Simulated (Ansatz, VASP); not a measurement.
**Two plane-wave programs on Re**

```
Re
1.0
     0.00000    2.94434    2.94434
     2.94434    0.00000    2.94434
     2.94434    2.94434    0.00000
Re
2
Direct
  0.12500 0.12500 0.12500
  0.87500 0.87500 0.87500
```

Alike in both runs: task single point; functional revPBE; k mesh 11 × 11 × 11; occupations fermi-dirac, width 0.1 eV; no spin polarisation.

|  | VASP | Ansatz |
| --- | --- | --- |
| version | VASP 6.6.1 | Ansatz 0.2.0 |
| potentials or method | VASP PAW PBE potentials, release 64 (Re), cutoff 520 eV | plane waves (420 eV) with PAW, scalar-relativistic |
| valence electrons in the cell | 14 | 30 |

|  | VASP | Ansatz | Ansatz less VASP |
| --- | --- | --- | --- |
| pressure (GPa) | -16.4 | -15.4 | +1.03 |

VASP's potentials were made for PBE, not for revPBE. The functional is the same, so the differences come from potentials, cutoffs and numerics. VASP's potentials hold 14 valence electrons a cell and Ansatz's 30, so a difference there can come from the potentials and not from the codes.

Spin-orbit coupling is off throughout.
